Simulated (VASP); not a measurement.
# Al2O3 (P-6m2) in VASP: notebook, part 2 of 2

VASP 6.6.1.

## (3) Single point, PBE+D3(BJ)

This run uses another cell than the first one, of 11.02 Å³/atom, 1.010 times its volume.

Input file INCAR:

```
PREC = Accurate ; ENCUT = 520
EDIFF = 1E-6 ; ISMEAR = 0
SIGMA = 0.05 ; LREAL = False
LASPH = True ; NELM = 60
ALGO = Normal ; ISIF = 2
LWAVE = False ; LCHARG = False
GGA = PE ; IVDW = 12
NBANDS = 20
```

Input file KPOINTS:

```
Automatic mesh
0
Gamma
  9 9 4
```

Input file POSCAR:

```
Al2O3
1.0
    2.9532000000      0.0000000000      0.0000000000
   -1.4766000000      2.5575462224      0.0000000000
    0.0000000000      0.0000000000      7.2962596973
Al O
2 3
Direct
    0.0000000000      0.0000000000      0.1907358529
    0.0000000000      0.0000000000      0.8092641471
    0.3333333333      0.6666666667      0.2840924954
    0.6666666667      0.3333333333      0.0000000000
    0.3333333333      0.6666666667      0.7159075046
```

Potentials or basis: VASP PAW PBE potentials, release 64 (Al, O).

On the command line:

```console
$ cat potpaw_PBE.64/Al/POTCAR potpaw_PBE.64/O/POTCAR > POTCAR
$ mpirun -np 1 vasp_std > vasp.out
```

OUTCAR:

```text
PREC = Accurate
   ENCUT = 520
   EDIFF = 1E-6
   ISMEAR = 0
   LREAL = False
   LASPH = True
   NELM = 60
   ISIF = 2
   GGA = PE
   IVDW = 12
 IVDW          = 12

 ion  position               nearest neighbor table
   1  0.000  0.000  0.191-   3 1.84   3 1.84   3 1.84   4 2.20   4 2.20   4 2.20   2 2.78
   2  0.000  0.000  0.809-   5 1.84   5 1.84   5 1.84   4 2.20   4 2.20   4 2.20   1 2.78
   3  0.333  0.667  0.284-   1 1.84   1 1.84   1 1.84
   4  0.667  0.333  0.000-   1 2.20   2 2.20   1 2.20   2 2.20   1 2.20   2 2.20
   5  0.333  0.667  0.716-   2 1.84   2 1.84   2 1.84

  LATTYP: Found a hexagonal cell.
 ALAT       =     2.9532000000
 C/A-ratio  =     2.4706283683

  Lattice vectors:

 A1 = (   2.9532000000,   0.0000000000,   0.0000000000)
 A2 = (  -1.4766000000,   2.5575462224,   0.0000000000)
 A3 = (   0.0000000000,   0.0000000000,   7.2962596973)

Analysis of symmetry for initial positions (statically):
=====================================================================
 Subroutine PRICEL returns:
 Original cell was already a primitive cell.

 Routine SETGRP: Setting up the symmetry group for a
 hexagonal supercell.

 Subroutine GETGRP returns: Found 12 space group operations
 (whereof 12 operations were pure point group operations)
 out of a pool of 24 trial point group operations.

The static configuration has the point symmetry D_3h.

Analysis of symmetry for dynamics (positions and initial velocities):
=====================================================================
 Subroutine PRICEL returns:
 Original cell was already a primitive cell.

 Routine SETGRP: Setting up the symmetry group for a
 hexagonal supercell.

 Subroutine GETGRP returns: Found 12 space group operations
 (whereof 12 operations were pure point group operations)
 out of a pool of 24 trial point group operations.

The dynamic configuration has the point symmetry D_3h.

[... 124 lines left out ...]
     AMIX_MAG =   1.60;   BMIX_MAG =  1.00
  volume/ion in A,a.u.               =      11.02        74.38
  Fermi-wavevector in a.u.,A,eV,Ry     =   1.240908  2.344977 20.950979  1.539853
  Thomas-Fermi vector in A             =   2.375329
   LORBIT       =      0    0 simple, 1 ext, 2 COOP (PROOUT), +10 PAW based schemes
   GGA     = PE    functional components
   LHFCALC =     F    Hartree Fock is set to
   AEXX    =    0.0000 exact exchange contribution
   IVDW    =    12    specifies the selected vdW correction
   LEPSILON=     F    determine dielectric tensor
   LRPA    =     F    only Hartree local field effects (RPA)
 non-spin polarized calculation
 Gauss-broadening in eV      SIGMA  =   0.05
  energy-cutoff  :      520.00
  volume of cell :       55.11
 maximum number of plane-waves:      1527
 NGX is ok and might be reduce to    24
   NGX = 11   NGY = 11   NGZ = 27

 number of electron      23.9999997 magnetization

 Free energy of the ion-electron system (eV)
  ---------------------------------------------------
  ext. energy  EPLUGINS =         0.00000000
  ---------------------------------------------------
  free energy    TOTEN  =       -36.24648199 eV

  energy without entropy =      -36.24648199  energy(sigma->0) =      -36.24648199

 E-fermi :   3.7218     XC(G=0): -10.0820

 val. band max:        3.4184539708   @ k =   0.1111  -0.0000   0.0000
 cond. band min:       7.1647390091   @ k =   0.0000   0.0000   0.0000
 fundamental gap:      3.7462850383
 Fermi energy:         3.7218180344

 k-point     1 :       0.0000    0.0000    0.0000
  band No.  band energies     occupation
      1     -15.3174      2.00000
      2     -14.2054      2.00000
      3     -13.2209      2.00000
      4      -1.5025      2.00000
      5       0.8462      2.00000
      6       1.6261      2.00000
[... 541 lines left out ...]
     19      15.8914      0.00000
     20      16.4779      0.00000

 [... further k-points ...]

------------------------ aborting loop because EDIFF is reached ----------------------------------------

 Edisp (eV)   -0.91433

 E8    (eV) :    -0.3455

  FORCE on cell =-STRESS in cart. coord.  units (eV):
  Direction    XX          YY          ZZ          XY          YZ          ZX
  --------------------------------------------------------------------------------------
  -------------------------------------------------------------------------------------
  Total      -5.32430    -5.32430    -0.89340     0.00000     0.00000     0.00000
  in kB    -154.79493  -154.79493   -25.97397     0.00000     0.00000     0.00000
  external pressure =     -111.85 kB  Pullay stress =        0.00 kB

 VOLUME and BASIS-vectors are now :
 -----------------------------------------------------------------------------
  energy-cutoff  :      520.00
  volume of cell :       55.11
      direct lattice vectors                 reciprocal lattice vectors
     2.953200000  0.000000000  0.000000000     0.338615739  0.195499888  0.000000000
    -1.476600000  2.557546222  0.000000000     0.000000000  0.390999776  0.000000000
     0.000000000  0.000000000  7.296259697     0.000000000  0.000000000  0.137056525

 POSITION                                       TOTAL-FORCE (eV/Angst)
 -----------------------------------------------------------------------------------
      0.00000      0.00000      1.39166         0.000000      0.000000      0.580830
      0.00000      0.00000      5.90460         0.000000      0.000000     -0.580830
     -0.00000      1.70503      2.07281        -0.000000     -0.000000     -0.613045
      1.47660      0.85252      0.00000        -0.000000     -0.000000      0.000000
     -0.00000      1.70503      5.22345        -0.000000     -0.000000      0.613045
 -----------------------------------------------------------------------------------
    total drift:                               -0.000000      0.000000      0.000000

  FREE ENERGIE OF THE ION-ELECTRON SYSTEM (eV)
  ---------------------------------------------------
  free  energy   TOTEN  =       -37.1608121631 eV

  energy  without entropy=      -37.1608121631  energy(sigma->0) =      -37.16081216
```

Run time: 22 s. Hardware: 1 thread of AMD EPYC 9R45 (Zen 5), shared host; peak memory 0.17 GiB.

Results:

* Free energy: -37.1608 eV
* Pressure: -11.2 GPa
* Largest force: 0.613 eV/Å
* Band gap on the k mesh: 3.75 eV, indirect (least direct gap 3.83 eV)
* Dispersion energy per atom: -0.183 eV

Forces on the atoms (eV/Å):
```
Al   0.000  0.000  0.581
Al   0.000  0.000 -0.581
O    0.000  0.000 -0.613
O    0.000  0.000  0.000
O    0.000  0.000  0.613
```

Stress tensor (GPa, compression positive):
```
-15.48   0.00   0.00
  0.00 -15.48   0.00
  0.00   0.00  -2.60
```

A k mesh can miss the band edges.
